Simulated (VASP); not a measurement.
Write the native input for VASP 6.6.1 that does the following.

| Quantity | Value |
| --- | --- |
| Task | single point |
| Functional | r2SCAN |
| Potentials or basis | VASP PAW PBE potentials, release 64 (Ta_pv, As) |
| Cutoff | 520 eV |
| k mesh | 12 × 12 × 12 |
| Occupations | gaussian, width 0.05 eV |
| Spin | no spin polarisation |
| Dipole correction | no |
| Further INCAR settings | ALGO = Normal; EDIFF = 1e-07; NBANDS = 15 |

TaAs:

```
Ta As
1.0
     0.00000    2.61928    2.61928
     2.61928    0.00000    2.61928
     2.61928    2.61928    0.00000
Ta As
1 1
Cartesian
  2.6193 2.6193 2.6193
  0.0000 0.0000 0.0000
```

The input as run:

POSCAR

```
TaAs
1.0
    0.0000000000      2.6192812653      2.6192812653
    2.6192812653      0.0000000000      2.6192812653
    2.6192812653      2.6192812653      0.0000000000
Ta As
1 1
Direct
    0.5000000000      0.5000000000      0.5000000000
    0.0000000000      0.0000000000      0.0000000000
```

INCAR.step1

```
SYSTEM = TaAs
ALGO = Normal ; EDIFF = 1E-4
ENCUT = 520 ; GGA = PE
ISMEAR = 0 ; LASPH = .True.
LCHARG = .False. ; LREAL = .False.
LWAVE = .True. ; NBANDS = 15
NELM = 80 ; PREC = Accurate
SIGMA = 0.05
```

INCAR.step2

```
SYSTEM = TaAs
ALGO = Normal ; EDIFF = 1E-7
ENCUT = 520 ; ISIF = 2
ISMEAR = 0 ; ISTART = 1
LASPH = .True. ; LCHARG = .False.
LMIXTAU = .True. ; LREAL = .False.
LWAVE = .False. ; METAGGA = R2SCAN
NBANDS = 15 ; NELM = 80
PREC = Accurate ; SIGMA = 0.05
```

KPOINTS

```
k-points
0
Gamma
  12 12 12
  0 0 0
```

Potentials or basis: VASP PAW PBE potentials, release 64 (Ta_pv, As).

Launch:

```bash
$ cat potpaw_PBE.64/Ta_pv/POTCAR potpaw_PBE.64/As/POTCAR > POTCAR
$ cp INCAR.step1 INCAR
$ mpirun -np 1 vasp_std > vasp.out
$ cp INCAR.step2 INCAR
$ mpirun -np 1 vasp_std > vasp.out
```

It gave:

- Pressure: 0.5 GPa
- Band gap on the k mesh: zero (bands 8 and 9 overlap by 2.36 eV)

Caveat: the PAW data sets were made with another functional, which shifts forces and pressure a little; spin-orbit coupling is left out, which moves the levels of the heavy elements.

It took 75 s on 1 thread of Intel(R) Xeon(R) 6975P-C (Granite Rapids), on a shared host, peak memory 0.19 GiB.
